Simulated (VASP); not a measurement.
Here is a VASP 6.6.1 calculation.

The input INCAR:

```
ALGO = Normal
EDIFF = 1E-8
ENCUT = 520
IBRION = 8
ISIF = 2
ISMEAR = 0
LASPH = True
LCHARG = False
LEPSILON = True
LREAL = False
LWAVE = False
NELM = 100
NSW = 1
PREC = Accurate
SIGMA = 0.01
```

Contents of KPOINTS:

```
k-points
0
Gamma
  12 12 6
```

The input POSCAR:

```
MgO
1.0
    3.3902420020      0.0000000000      0.0000000000
   -1.6951210010      2.9360356988      0.0000000000
    0.0000000000      0.0000000000      4.0747144261
Mg O
2 2
Direct
    0.6666666667      0.3333333333      0.7500000000
    0.3333333333      0.6666666667      0.2500000000
    0.6666666667      0.3333333333      0.2500000000
    0.3333333333      0.6666666667      0.7500000000
```

Potentials or basis: VASP PAW LDA potentials, release 64 (Mg, O).

Launch:

```sh
$ cat potpaw_LDA.64/Mg/POTCAR potpaw_LDA.64/O/POTCAR > POTCAR
$ mpirun -np 1 vasp_std > vasp.out
```

(1) Predict the electronic dielectric tensor (diagonal).

(2) What does it give for the Born charges (mean of the diagonal)?

(3) Estimate the highest phonon frequency at Γ, LO-TO splitting left out.

Results:

(1) 2.92, 2.92, 2.91.

(2) Mg +1.82; O -1.82 e.

(3) 598 cm⁻¹.

Caveat: the cell stands under pressure or tension, which shifts response properties.
